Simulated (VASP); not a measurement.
# HW4C4 in VASP: single point with PBEsol

Aim: the single point of HW4C4 with PBEsol.

Everything below comes from runs of VASP 6.6.1. Logs are shortened: lines on timing, memory, paths and dates and some standing lists are left out, and cuts for length are marked.

## (1) The cell of the first run

The cell holds a slab with vacuum, 18 atoms: a = 5.776 Å, b = 5.776 Å, c = 15.238 Å, α = 90.00°, β = 90.00°, γ = 120.00°.

## (2) Single point, PBEsol

Contents of INCAR:

```
ALGO = Normal ; EDIFF = 1E-6
ENCUT = 1000 ; GGA = PS
GGA_COMPAT = False ; ISIF = 2
ISMEAR = -1 ; LASPH = True
LCHARG = False ; LREAL = Auto
LWAVE = False ; NBANDS = 88
NELM = 120 ; NELMDL = -8
PREC = Accurate ; SIGMA = 0.15
```

Contents of KPOINTS:

```
k-points
0
Gamma
  2 2 1
```

Contents of POSCAR:

```
HW4C4
1.0
    5.7763200000      0.0000000000      0.0000000000
   -2.8881600000      5.0024400000      0.0000000000
    0.0000000000      0.0000000000     15.2384600000
W C H
8 8 2
Direct
    0.0000000000      0.0000000000      0.0656234000
   -0.0001670238     -0.0001574601      0.2526325917
    0.0000000000      0.5000000000      0.0656234000
   -0.0001694019      0.4998490049      0.2527273536
    0.5000000000      0.0000000000      0.0656234000
    0.4997978973     -0.0001823760      0.2527317464
    0.5000000000      0.5000000000      0.0656234000
    0.4998195033      0.4998422585      0.2527242303
    0.3334414127      0.1665685918      0.1509935216
    0.3328838838      0.1666906688      0.3255709015
    0.3333900796      0.6664861736      0.1510204212
    0.3329939125      0.6666674685      0.3255955275
    0.8333481716      0.1665133212      0.1509295677
    0.8330475577      0.1668639977      0.3255429697
    0.8332793629      0.6663747371      0.1510414955
    0.8333035054      0.6672392024      0.3257379899
    0.0958872510      0.8561376553      0.5163908693
   -0.0175266895      0.8873947377      0.5156362418
```

Potentials or basis: VASP PAW PBE potentials, release 64 (W_sv, C_h, H_h).

On the command line:

```
$ cat potpaw_PBE.64/W_sv/POTCAR potpaw_PBE.64/C_h/POTCAR potpaw_PBE.64/H_h/POTCAR > POTCAR
$ mpirun -np 1 vasp_std > vasp.out
```

OUTCAR:

```text
EDIFF = 1E-6
   ENCUT = 1000
   GGA = PS
   ISIF = 2
   ISMEAR = -1
   LASPH = True
   LREAL = Auto
   NELM = 120
   NELMDL = -8
   PREC = Accurate

 ion  position               nearest neighbor table
   1  0.000  0.000  0.066-  13 2.11   9 2.12  15 2.12   2 2.85   5 2.89   5 2.89   3 2.89   3 2.89
                             7 2.89   7 2.89
   2  1.000  1.000  0.253-  16 2.00  10 2.00  14 2.01  15 2.28  13 2.28   9 2.28   1 2.85   6 2.89
                             4 2.89   8 2.89   8 2.89   4 2.89   6 2.89
   3  0.000  0.500  0.066-  15 2.11  13 2.11  11 2.12   4 2.85   7 2.89   7 2.89   5 2.89   1 2.89
                             1 2.89   5 2.89
   4  1.000  0.500  0.253-  14 2.00  12 2.00  16 2.01  15 2.28  11 2.28  13 2.28   3 2.85   6 2.89
                             8 2.89   2 2.89   8 2.89   2 2.89   6 2.89
   5  0.500  0.000  0.066-   9 2.11  13 2.11  11 2.12   6 2.85   1 2.89   1 2.89   3 2.89   7 2.89
                             7 2.89   3 2.89
   6  0.500  1.000  0.253-  14 2.00  12 2.00  10 2.01   9 2.28  11 2.28  13 2.28   5 2.85   4 2.89
                             2 2.89   8 2.89   8 2.89   2 2.89   4 2.89
   7  0.500  0.500  0.066-  11 2.11  15 2.12   9 2.12   8 2.85   3 2.89   3 2.89   5 2.89   5 2.89
                             1 2.89   1 2.89
   8  0.500  0.500  0.253-  10 2.00  12 2.00  16 2.01  11 2.28   9 2.28  15 2.28   7 2.85   6 2.89
                             4 2.89   2 2.89   2 2.89   4 2.89   6 2.89
   9  0.333  0.167  0.151-   5 2.11   7 2.12   1 2.12   6 2.28   8 2.28   2 2.28
  10  0.333  0.167  0.326-   8 2.00   2 2.00   6 2.01
  11  0.333  0.666  0.151-   7 2.11   3 2.12   5 2.12   8 2.28   6 2.28   4 2.28
  12  0.333  0.667  0.326-   6 2.00   4 2.00   8 2.00
  13  0.833  0.167  0.151-   1 2.11   5 2.11   3 2.11   2 2.28   4 2.28   6 2.28
  14  0.833  0.167  0.326-   4 2.00   6 2.00   2 2.01
  15  0.833  0.666  0.151-   3 2.11   7 2.12   1 2.12   4 2.28   2 2.28   8 2.28
  16  0.833  0.667  0.326-   2 2.00   8 2.01   4 2.01
  17  0.096  0.856  0.516-  18 0.76
  18  0.982  0.887  0.516-  17 0.76

  LATTYP: Found a hexagonal cell.
 ALAT       =     5.7763200000
 C/A-ratio  =     2.6380913800

  Lattice vectors:

 A1 = (   5.7763200000,   0.0000000000,   0.0000000000)
 A2 = (  -2.8881600000,   5.0024400000,   0.0000000000)
 A3 = (   0.0000000000,   0.0000000000,  15.2384600000)

Analysis of symmetry for initial positions (statically):
=====================================================================
 Subroutine PRICEL returns:
 Original cell was already a primitive cell.

 Routine SETGRP: Setting up the symmetry group for a
 hexagonal supercell.

 Subroutine GETGRP returns: Found  1 space group operations
 (whereof  1 operations were pure point group operations)
 out of a pool of 24 trial point group operations.

The static configuration has the point symmetry C_1 .

Analysis of symmetry for dynamics (positions and initial velocities):
=====================================================================
 Subroutine PRICEL returns:
 Original cell was already a primitive cell.

 Routine SETGRP: Setting up the symmetry group for a
 hexagonal supercell.

 Subroutine GETGRP returns: Found  1 space group operations
 (whereof  1 operations were pure point group operations)
 out of a pool of 24 trial point group operations.

The dynamic configuration has the point symmetry C_1 .

 Subroutine INISYM returns: Found  1 space group operations
 (whereof  1 operations are pure point group operations),
 and found     1 'primitive' translations

----------------------------------------------------------------------------------------

                                     Primitive cell

  volume of cell :     440.3259

  direct lattice vectors                    reciprocal lattice vectors
     5.776320000  0.000000000  0.000000000     0.173120603  0.099951224  0.000000000
    -2.888160000  5.002440000  0.000000000     0.000000000  0.199902448  0.000000000
     0.000000000  0.000000000 15.238460000     0.000000000  0.000000000  0.065623429

  length of vectors
     5.776320000  5.776320121 15.238460000     0.199902452  0.199902448  0.065623429

  position of ions in fractional coordinates (direct lattice)
     0.000000000  0.000000000  0.065623400
     0.999832976  0.999842540  0.252632592
     1.000000000  0.500000000  0.065623400
     0.999830598  0.499849005  0.252727354
     0.500000000  0.000000000  0.065623400
     0.499797897  0.999817624  0.252731746
[... 10 lines left out ...]
     0.095887251  0.856137655  0.516390869
     0.982473310  0.887394738  0.515636242

  ion indices of the primitive-cell ions
   primitive index   ion index
                 1           1
                 2           2
                 3           3
                 4           4
                 5           5
                 6           6
[... 10 lines left out ...]
                17          17
                18          18

----------------------------------------------------------------------------------------

 KPOINTS: k-points

Automatic generation of k-mesh.
 Grid dimensions read from file:
 generate k-points for:    2    2    1

 Generating k-lattice:

  Cartesian coordinates                     Fractional coordinates (reciprocal lattice)
     0.086560301  0.049975612  0.000000000     0.500000000 -0.000000000  0.000000000
     0.000000000  0.099951224  0.000000000     0.000000000  0.500000000  0.000000000
     0.000000000  0.000000000  0.065623429     0.000000000  0.000000000  1.000000000

  Length of vectors
     0.099951226  0.099951224  0.065623429

  Shift w.r.t. Gamma in fractional coordinates (k-lattice)
     0.000000000  0.000000000  0.000000000

 Subroutine IBZKPT returns following result:
 ===========================================

 Found      4 irreducible k-points:

 Following reciprocal coordinates:
            Coordinates               Weight
  0.000000  0.000000  0.000000      1.000000
  0.500000  0.000000  0.000000      1.000000
  0.000000  0.500000  0.000000      1.000000
  0.500000  0.500000  0.000000      1.000000
   k-points           NKPTS =      4   k-points in BZ     NKDIM =      4   number of bands    NBANDS=     88
   number of dos      NEDOS =    301   number of ions     NIONS =     18
   total plane-waves  NPLWV = 576000
   dimension x,y,z NGX =    60 NGY =   60 NGZ =  160
   dimension x,y,z NGXF=   120 NGYF=  120 NGZF=  320
   ions per type =               8   8   2
   NGX,Y,Z   is equivalent  to a cutoff of  17.27, 17.27, 17.46 a.u.
   NGXF,Y,Z  is equivalent  to a cutoff of  34.54, 34.54, 34.91 a.u.
 SYSTEM =  unknown system
   PREC   = accura    normal or accurate (medium, high low for compatibility)
   ISTART =      0    job   : 0-new  1-cont  2-samecut
   ICHARG =      2    charge: 1-file 2-atom 10-const
   ISPIN  =      1    spin polarized calculation?
   LNONCOLLINEAR =      F non collinear calculations
   LSORBIT =      F    spin-orbit coupling
   LASPH  =      T    aspherical Exc in radial PAW
   ENCUT  = 1000.0 eV  73.50 Ry    8.57 a.u.  14.89 14.89 39.29*2*pi/ulx,y,z
   NELM   =    120;   NELMIN=  2; NELMDL= -8     # of ELM steps
   EDIFF  = 0.1E-05   stopping-criterion for ELM
   LREAL  =      T    real-space projection
   EDIFFG = 0.1E-04   stopping-criterion for IOM
   NSW    =      0    number of steps for IOM
   IBRION =     -1    ionic relax: 0-MD 1-quasi-New 2-CG
   NFREE  =      0    steps in history (QN), initial steepest desc. (CG)
   ISIF   =      2    stress and relaxation
   ISYM   =      2    0-nonsym 1-usesym 2-fastsym
   POTIM  = 0.5000    time-step for ionic-motion
   TEBEG  =    0.0;   TEEND  =   0.0 temperature during run
   PSTRESS=    0.0 pullay stress
   NELECT =     146.0000    total number of electrons
   NUPDOWN=      -1.0000    fix difference up-down
   EMIN   =  10.00;   EMAX   =-10.00  energy-range for DOS
   EFERMI =   0.00;   METHOD = LEGACY
   ISMEAR =    -1;   SIGMA  =   0.15  broadening in eV -4-tet -1-fermi 0-gaus
   EFERMI_NEDOS =   21; number of points for ismear=-14 and -15
   IALGO  =     38    algorithm
   IMIX   =      4    mixing-type and parameters
     AMIX     =   0.40;   BMIX     =  1.00
     AMIX_MAG =   1.60;   BMIX_MAG =  1.00
  volume/ion in A,a.u.               =      24.46       165.08
  Fermi-wavevector in a.u.,A,eV,Ry     =   1.133099  2.141246 17.468690  1.283912
  Thomas-Fermi vector in A             =   2.269801
   LORBIT       =      0    0 simple, 1 ext, 2 COOP (PROOUT), +10 PAW based schemes
   GGA     = PS    functional components
   LHFCALC =     F    Hartree Fock is set to
   AEXX    =    0.0000 exact exchange contribution
   IVDW    =     0    specifies the selected vdW correction
   LEPSILON=     F    determine dielectric tensor
   LRPA    =     F    only Hartree local field effects (RPA)
 non-spin polarized calculation
  energy-cutoff  :     1000.00
  volume of cell :      440.33
 maximum number of plane-waves:     31672
 NGX is ok and might be reduce to    60
   NGX = 29   NGY = 29   NGZ = 79

 number of electron     146.0000001 magnetization

 Free energy of the ion-electron system (eV)
  ---------------------------------------------------
  ext. energy  EPLUGINS =         0.00000000
  ---------------------------------------------------
  free energy    TOTEN  =      -179.72384588 eV

  energy without entropy =     -179.16313644  energy(sigma->0) =     -179.44349116

 E-fermi :   0.9784     XC(G=0):  -6.8426

 val. band max:        0.9784300577   @ k =   0.5000   0.0000   0.0000
 cond. band min:       0.9816348778   @ k =   0.5000   0.0000   0.0000
 fundamental gap:      0.0032048201
 Fermi energy:         0.9784447974

 k-point     1 :       0.0000    0.0000    0.0000
  band No.  band energies     occupation
      1     -73.0603      2.00000
      2     -72.9989      2.00000
      3     -72.9985      2.00000
      4     -72.9982      2.00000
      5     -72.7529      2.00000
      6     -72.6880      2.00000
[... 77 lines left out ...]
     84       4.1980      0.00000
     85       4.3478      0.00000

 k-point     2 :       0.5000    0.0000    0.0000
  band No.  band energies     occupation
      1     -73.0297      2.00000
      2     -73.0293      2.00000
      3     -72.9987      2.00000
      4     -72.9983      2.00000
      5     -72.7214      2.00000
      6     -72.7180      2.00000
[... 77 lines left out ...]
     84       2.8909      0.00001
     85       2.9084      0.00001

 k-point     3 :       0.0000    0.5000    0.0000
  band No.  band energies     occupation
      1     -73.0297      2.00000
      2     -73.0292      2.00000
      3     -72.9988      2.00000
      4     -72.9983      2.00000
      5     -72.7206      2.00000
      6     -72.7188      2.00000
[... 77 lines left out ...]
     84       2.8892      0.00001
     85       2.9062      0.00001

 k-point     4 :       0.5000    0.5000    0.0000
  band No.  band energies     occupation
      1     -73.0295      2.00000
      2     -73.0294      2.00000
      3     -72.9986      2.00000
      4     -72.9985      2.00000
      5     -72.7211      2.00000
      6     -72.7184      2.00000
[... 77 lines left out ...]
     84       2.9025      0.00001
     85       2.9190      0.00000
 [bands above 85 left out]

------------------------ aborting loop because EDIFF is reached ----------------------------------------

  FORCE on cell =-STRESS in cart. coord.  units (eV):
  Direction    XX          YY          ZZ          XY          YZ          ZX
  --------------------------------------------------------------------------------------
  -------------------------------------------------------------------------------------
  Total        2.8700583      2.9735924      0.7989801      0.0283868     -0.0429040      0.0948773
  in kB       10.4430434     10.8197646      2.9071827      0.1032885     -0.1561111      0.3452221
  external PRESSURE =       8.0566636 kB  Pullay stress =       0.0000000 kB

 VOLUME and BASIS-vectors are now :
 -----------------------------------------------------------------------------
  energy-cutoff  :     1000.00
  volume of cell :      440.33
      direct lattice vectors                 reciprocal lattice vectors
     5.776320000  0.000000000  0.000000000     0.173120603  0.099951224  0.000000000
    -2.888160000  5.002440000  0.000000000     0.000000000  0.199902448  0.000000000
     0.000000000  0.000000000 15.238460000     0.000000000  0.000000000  0.065623429

 POSITION                                       TOTAL-FORCE (eV/Angst)
 -----------------------------------------------------------------------------------
      0.00000      0.00000      1.00000         0.006776     -0.011930     -0.072341
      2.88765      5.00165      3.84973        -0.012988      0.012726     -0.024367
     -1.44408      2.50122      1.00000         0.002850     -0.002021     -0.065158
      4.33170      2.50046      3.85118        -0.028221      0.027514     -0.030182
      2.88816      0.00000      1.00000         0.001276     -0.011055     -0.069041
     -0.00064      5.00153      3.85124        -0.007129      0.018947     -0.040064
[... 10 lines left out ...]
     -1.91879      4.28278      7.86900        -0.071703      0.014120      0.000350
      3.11214      4.43914      7.85750         0.078762     -0.018215     -0.001759
 -----------------------------------------------------------------------------------
    total drift:                                0.006993      0.010179      0.030184

  FREE ENERGIE OF THE ION-ELECTRON SYSTEM (eV)
  ---------------------------------------------------
  free  energy   TOTEN  =      -179.7238458806 eV

  energy  without entropy=     -179.1631364361  energy(sigma->0) =     -179.44349116
```

Wall time 26 min (1 thread of AMD EPYC 7R43 (Zen 3), shared host); peak memory 1.2 GiB.

What came out:

| Quantity | Value |
| --- | --- |
| Free energy | -179.7238 eV |
| Largest force | 0.092 eV/Å |
| Band gap on the k mesh | zero (bands 73 and 74 overlap by 0.19 eV) |

Forces on the atoms (eV/Å):
```
W    0.007 -0.012 -0.072
W   -0.013  0.013 -0.024
W    0.003 -0.002 -0.065
W   -0.028  0.028 -0.030
W    0.001 -0.011 -0.069
W   -0.007  0.019 -0.040
W    0.004 -0.005 -0.064
W    0.016  0.022 -0.022
C   -0.012  0.000  0.023
C    0.007 -0.010  0.081
C   -0.011  0.003  0.019
C    0.008 -0.005  0.090
C   -0.009  0.004  0.040
C    0.026 -0.022  0.086
C   -0.007  0.013  0.015
C    0.008 -0.030  0.034
H   -0.072  0.014  0.000
H    0.079 -0.018 -0.002
```

Levels at points of the mesh, in eV from the Fermi level:
```tsv
k point	band 71	band 72	band 73	band 74	band 75	band 76
(0.00, 0.00, 0.00)	0.19	0.19	0.19	0.19	1.21	1.50
(0.50, 0.00, 0.00)	-1.24	-0.59	-0.59	0.00	0.00	1.09
(0.00, 0.50, 0.00)	-1.24	-0.59	-0.58	0.00	0.01	1.09
(0.50, 0.50, 0.00)	-1.24	-0.59	-0.59	-0.01	0.00	1.09
```

Caveat: the k points lie up to 0.63 Å⁻¹ apart; there is no dipole correction, which matters where the two faces differ; the PAW data sets were made with another functional, which shifts forces and pressure a little; spin-orbit coupling is left out, which moves the levels of the heavy elements.
